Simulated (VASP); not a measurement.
# MoS2 (P-3m1) in VASP: single point with PBEsol

Aim: the single point of MoS2 with PBEsol.

All numbers are computed with VASP 6.6.1; they aren't measurements. Logs are shortened: lines on timing, memory, paths and dates and some standing lists are left out, and cuts for length are marked.

**1. The cell of the first run**

It takes space group P-3m1 (No. 164, trigonal). Conventional cell: a = 3.141 Å, b = 3.141 Å, c = 12.429 Å, α = 90.00°, β = 90.00°, γ = 120.00°. Within 3.2 Å of Mo (site symmetry 3m) lie 6 S at 2.39 Å and 6 Mo at 3.14 Å. S (site symmetry 3m) has 3 Mo at 2.39 Å and 7 S at 3.12 to 3.14 Å within 3.2 Å. S (site symmetry 3m) has 3 Mo at 2.39 Å and 7 S at 3.12 to 3.14 Å within 3.2 Å.

**2. Single point, PBEsol**

The input, INCAR:

```
SYSTEM = MoS2
ALGO = Normal
EDIFF = 1E-6
ENCUT = 520
GGA = PS
ISIF = 2
ISMEAR = 0
LASPH = .True.
LCHARG = .False.
LREAL = .False.
LWAVE = .False.
NBANDS = 35
NELM = 100
PREC = Accurate
SIGMA = 0.05
```

The input, KPOINTS:

```
k-points
0
Gamma
  10 10 2
  0 0 0
```

The input, POSCAR:

```
MoS2
1.0
   -3.1414322132      0.0000000000      0.0000000000
   -1.5707161066     -2.7205601009      0.0000000000
    0.0000000000      0.0000000000     12.4288195080
Mo S
2 4
Direct
    0.3333333333      0.3333333333      0.2530171812
    0.6666666667      0.6666666667      0.7590515435
    0.3333333333      0.3333333333      0.6336095134
    0.6666666667      0.6666666667      0.1275751511
    0.3333333333      0.3333333333      0.8844935735
    0.6666666667      0.6666666667      0.3784592112
```

Potentials or basis: VASP PAW PBE potentials, release 64 (Mo_sv, S).

On the command line:

```bash
$ cat potpaw_PBE.64/Mo_sv/POTCAR potpaw_PBE.64/S/POTCAR > POTCAR
$ mpirun -np 1 vasp_std > vasp.out
```

OUTCAR:

```text
SYSTEM = MoS2
   EDIFF = 1E-6
   ENCUT = 520
   GGA = PS
   ISIF = 2
   ISMEAR = 0
   LASPH = .True.
   LREAL = .False.
   NELM = 100
   PREC = Accurate

 ion  position               nearest neighbor table
   1  0.333  0.333  0.253-   6 2.39   6 2.39   6 2.39   4 2.39   4 2.39   4 2.39
   2  0.667  0.667  0.759-   5 2.39   5 2.39   5 2.39   3 2.39   3 2.39   3 2.39
   3  0.333  0.333  0.634-   2 2.39   2 2.39   2 2.39
   4  0.667  0.667  0.128-   1 2.39   1 2.39   1 2.39
   5  0.333  0.333  0.884-   2 2.39   2 2.39   2 2.39
   6  0.667  0.667  0.378-   1 2.39   1 2.39   1 2.39

  LATTYP: Found a hexagonal cell.
 ALAT       =     3.1414322132
 C/A-ratio  =     3.9564181763

  Lattice vectors:

 A1 = (   1.5707161066,   2.7205601009,   0.0000000000)
 A2 = (  -3.1414322132,   0.0000000000,   0.0000000000)
 A3 = (   0.0000000000,   0.0000000000,  12.4288195080)

Analysis of symmetry for initial positions (statically):
=====================================================================
 Subroutine PRICEL returns:
 Original cell was already a primitive cell.

 Routine SETGRP: Setting up the symmetry group for a
 hexagonal supercell.

 Subroutine GETGRP returns: Found 12 space group operations
 (whereof  6 operations were pure point group operations)
 out of a pool of 24 trial point group operations.

The static configuration has the point symmetry C_3v.
 The point group associated with its full space group is D_3d.

Analysis of symmetry for dynamics (positions and initial velocities):
=====================================================================
 Subroutine PRICEL returns:
 Original cell was already a primitive cell.

 Routine SETGRP: Setting up the symmetry group for a
 hexagonal supercell.

 Subroutine GETGRP returns: Found 12 space group operations
 (whereof  6 operations were pure point group operations)
 out of a pool of 24 trial point group operations.

The dynamic configuration has the point symmetry C_3v.
 The point group associated with its full space group is D_3d.

 Subroutine INISYM returns: Found 12 space group operations
 (whereof  6 operations are pure point group operations),
 and found     1 'primitive' translations

----------------------------------------------------------------------------------------

                                     Primitive cell

  volume of cell :     106.2223

  direct lattice vectors                    reciprocal lattice vectors
    -3.141432213  0.000000000  0.000000000    -0.318326143  0.183785684  0.000000000
    -1.570716107 -2.720560101  0.000000000     0.000000000 -0.367571369  0.000000000
     0.000000000  0.000000000 12.428819508     0.000000000  0.000000000  0.080458164

  length of vectors
     3.141432213  3.141432213 12.428819508     0.367571369  0.367571369  0.080458164

  position of ions in fractional coordinates (direct lattice)
     0.333333333  0.333333333  0.253017181
     0.666666667  0.666666667  0.759051544
     0.333333333  0.333333333  0.633609513
     0.666666667  0.666666667  0.127575151
     0.333333333  0.333333333  0.884493574
     0.666666667  0.666666667  0.378459211

  ion indices of the primitive-cell ions
   primitive index   ion index
                 1           1
                 2           2
                 3           3
                 4           4
                 5           5
                 6           6

----------------------------------------------------------------------------------------

 KPOINTS: k-points

Automatic generation of k-mesh.
 Grid dimensions read from file:
 generate k-points for:   10   10    2

 Generating k-lattice:

  Cartesian coordinates                     Fractional coordinates (reciprocal lattice)
    -0.031832614  0.018378568  0.000000000     0.100000000  0.000000000  0.000000000
     0.000000000 -0.036757137  0.000000000     0.000000000  0.100000000  0.000000000
     0.000000000  0.000000000  0.040229082     0.000000000  0.000000000  0.500000000

  Length of vectors
     0.036757137  0.036757137  0.040229082

  Shift w.r.t. Gamma in fractional coordinates (k-lattice)
     0.000000000  0.000000000  0.000000000

 Subroutine IBZKPT returns following result:
 ===========================================

 Found     28 irreducible k-points:

 Following reciprocal coordinates:
            Coordinates               Weight
  0.000000  0.000000  0.000000      1.000000
  0.100000  0.000000  0.000000      6.000000
  0.200000  0.000000  0.000000      6.000000
  0.300000  0.000000  0.000000      6.000000
  0.400000  0.000000  0.000000      6.000000
  0.500000  0.000000  0.000000      3.000000
[... 16 lines left out ...]
  0.400000  0.100000  0.500000     12.000000
  0.500000  0.100000  0.500000     12.000000
 [... further k-points ...]
   k-points           NKPTS =     28   k-points in BZ     NKDIM =     28   number of bands    NBANDS=     35
   number of dos      NEDOS =    301   number of ions     NIONS =      6
   total plane-waves  NPLWV =  55296
   dimension x,y,z NGX =    24 NGY =   24 NGZ =   96
   dimension x,y,z NGXF=    48 NGYF=   48 NGZF=  192
   ions per type =               2   4
   NGX,Y,Z   is equivalent  to a cutoff of  12.70, 12.70, 12.84 a.u.
   NGXF,Y,Z  is equivalent  to a cutoff of  25.40, 25.40, 25.68 a.u.
 SYSTEM =  MoS2
   PREC   = accura    normal or accurate (medium, high low for compatibility)
   ISTART =      0    job   : 0-new  1-cont  2-samecut
   ICHARG =      2    charge: 1-file 2-atom 10-const
   ISPIN  =      1    spin polarized calculation?
   LNONCOLLINEAR =      F non collinear calculations
   LSORBIT =      F    spin-orbit coupling
   LASPH  =      T    aspherical Exc in radial PAW
   ENCUT  =  520.0 eV  38.22 Ry    6.18 a.u.   5.84  5.84 23.11*2*pi/ulx,y,z
   NELM   =    100;   NELMIN=  2; NELMDL= -5     # of ELM steps
   EDIFF  = 0.1E-05   stopping-criterion for ELM
   LREAL  =      F    real-space projection
   EDIFFG = 0.1E-04   stopping-criterion for IOM
   NSW    =      0    number of steps for IOM
   IBRION =     -1    ionic relax: 0-MD 1-quasi-New 2-CG
   NFREE  =      0    steps in history (QN), initial steepest desc. (CG)
   ISIF   =      2    stress and relaxation
   ISYM   =      2    0-nonsym 1-usesym 2-fastsym
   POTIM  = 0.5000    time-step for ionic-motion
   TEBEG  =    0.0;   TEEND  =   0.0 temperature during run
   PSTRESS=    0.0 pullay stress
   NELECT =      52.0000    total number of electrons
   NUPDOWN=      -1.0000    fix difference up-down
   EMIN   =  10.00;   EMAX   =-10.00  energy-range for DOS
   EFERMI =   0.00;   METHOD = LEGACY
   ISMEAR =     0;   SIGMA  =   0.05  broadening in eV -4-tet -1-fermi 0-gaus
   EFERMI_NEDOS =   21; number of points for ismear=-14 and -15
   IALGO  =     38    algorithm
   IMIX   =      4    mixing-type and parameters
     AMIX     =   0.40;   BMIX     =  1.00
     AMIX_MAG =   1.60;   BMIX_MAG =  1.00
  volume/ion in A,a.u.               =      17.70       119.47
  Fermi-wavevector in a.u.,A,eV,Ry     =   1.290240  2.438201 22.649896  1.664720
  Thomas-Fermi vector in A             =   2.422084
   LORBIT       =      0    0 simple, 1 ext, 2 COOP (PROOUT), +10 PAW based schemes
   GGA     = PS    functional components
   LHFCALC =     F    Hartree Fock is set to
   AEXX    =    0.0000 exact exchange contribution
   IVDW    =     0    specifies the selected vdW correction
   LEPSILON=     F    determine dielectric tensor
   LRPA    =     F    only Hartree local field effects (RPA)
 non-spin polarized calculation
 Gauss-broadening in eV      SIGMA  =   0.05
  energy-cutoff  :      520.00
  volume of cell :      106.22
 maximum number of plane-waves:      2884
   NGX = 11   NGY = 11   NGZ = 47

 number of electron      51.9999999 magnetization

 Free energy of the ion-electron system (eV)
  ---------------------------------------------------
  ext. energy  EPLUGINS =         0.00000000
  ---------------------------------------------------
  free energy    TOTEN  =       -46.90285528 eV

  energy without entropy =      -46.90285528  energy(sigma->0) =      -46.90285528

 E-fermi :   7.6747     XC(G=0): -11.0102

 val. band max:        7.4678957020   @ k =   0.0000   0.0000   0.0000
 cond. band min:       8.4317004707   @ k =   0.4000   0.2000   0.0000
 fundamental gap:      0.9638047688
 Fermi energy:         7.6746714018

 k-point     1 :       0.0000    0.0000    0.0000
  band No.  band energies     occupation
      1     -53.8681      2.00000
      2     -53.8681      2.00000
      3     -28.0792      2.00000
      4     -28.0791      2.00000
      5     -27.8172      2.00000
      6     -27.8172      2.00000
[... 27 lines left out ...]
     34      10.0585      0.00000
     35      13.1134      0.00000

 k-point     2 :       0.1000    0.0000    0.0000
  band No.  band energies     occupation
      1     -53.8638      2.00000
      2     -53.8638      2.00000
      3     -28.0708      2.00000
      4     -28.0708      2.00000
      5     -27.8596      2.00000
      6     -27.8596      2.00000
[... 27 lines left out ...]
     34      10.0113      0.00000
     35      13.8279      0.00000

 k-point     3 :       0.2000    0.0000    0.0000
  band No.  band energies     occupation
      1     -53.8525      2.00000
      2     -53.8525      2.00000
      3     -28.0488      2.00000
      4     -28.0488      2.00000
      5     -27.9695      2.00000
      6     -27.9695      2.00000
[... 27 lines left out ...]
     34      10.5963      0.00000
     35      14.8629      0.00000
[... 723 lines left out ...]
 k-point    23 :       0.4000    0.1000    0.5000
  band No.  band energies     occupation
      1     -53.8306      2.00000
      2     -53.8306      2.00000
      3     -28.1584      2.00000
      4     -28.1584      2.00000
      5     -28.0062      2.00000
      6     -28.0062      2.00000
[... 27 lines left out ...]
     34      11.3023      0.00000
     35      14.4375      0.00000

 k-point    24 :       0.5000    0.1000    0.5000
  band No.  band energies     occupation
      1     -53.8227      2.00000
      2     -53.8227      2.00000
      3     -28.2264      2.00000
      4     -28.2264      2.00000
      5     -27.9908      2.00000
      6     -27.9908      2.00000
[... 27 lines left out ...]
     34      11.1611      0.00000
     35      13.5154      0.00000

 [... further k-points ...]
[... 5 lines left out ...]
  --------------------------------------------------------------------------------------
  -------------------------------------------------------------------------------------
  Total        0.0089332      0.0089332      0.1212900      0.0000000      0.0000000     -0.0000000
  in kB        0.1347414      0.1347414      1.8294463      0.0000000      0.0000000     -0.0000000
  external PRESSURE =       0.6996431 kB  Pullay stress =       0.0000000 kB

 VOLUME and BASIS-vectors are now :
 -----------------------------------------------------------------------------
  energy-cutoff  :      520.00
  volume of cell :      106.22
      direct lattice vectors                 reciprocal lattice vectors
    -3.141432213  0.000000000  0.000000000    -0.318326143  0.183785684  0.000000000
    -1.570716107 -2.720560101  0.000000000     0.000000000 -0.367571369  0.000000000
     0.000000000  0.000000000 12.428819508     0.000000000  0.000000000  0.080458164

 POSITION                                       TOTAL-FORCE (eV/Angst)
 -----------------------------------------------------------------------------------
     -1.57072     -0.90685      3.14470         0.000000      0.000000      0.014294
     -3.14143     -1.81371      9.43411        -0.000000     -0.000000     -0.014294
     -1.57072     -0.90685      7.87502        -0.000000      0.000000      0.001105
     -3.14143     -1.81371      1.58561         0.000000     -0.000000      0.024949
     -1.57072     -0.90685     10.99321        -0.000000      0.000000     -0.024949
     -3.14143     -1.81371      4.70380        -0.000000      0.000000     -0.001105
 -----------------------------------------------------------------------------------
    total drift:                               -0.000000     -0.000000      0.000025

  FREE ENERGIE OF THE ION-ELECTRON SYSTEM (eV)
  ---------------------------------------------------
  free  energy   TOTEN  =       -46.9028552837 eV

  energy  without entropy=      -46.9028552837  energy(sigma->0) =      -46.90285528
```

Run time: 42 s. Hardware: 1 thread of Intel Xeon Platinum 8559C (Emerald Rapids), shared host; peak memory 0.26 GiB.

Results:

```yaml
Free_energy: -46.9029 eV
Pressure: 0.1 GPa
Largest_force: 0.025 eV/Å
Band_gap_on_the_k_mesh: 0.96 eV, indirect (least direct gap 1.95 eV)
```

Forces in eV/Å, atoms in the order of the input:
```
Mo   0.000  0.000  0.014
Mo   0.000  0.000 -0.014
S    0.000  0.000  0.001
S    0.000  0.000  0.025
S    0.000  0.000 -0.025
S    0.000  0.000 -0.001
```

Caveat: the PAW data sets were made with another functional, which shifts forces and pressure a little; this functional lacks dispersion, which binds the layers, so the pressure and a relaxed spacing across them are unreliable.
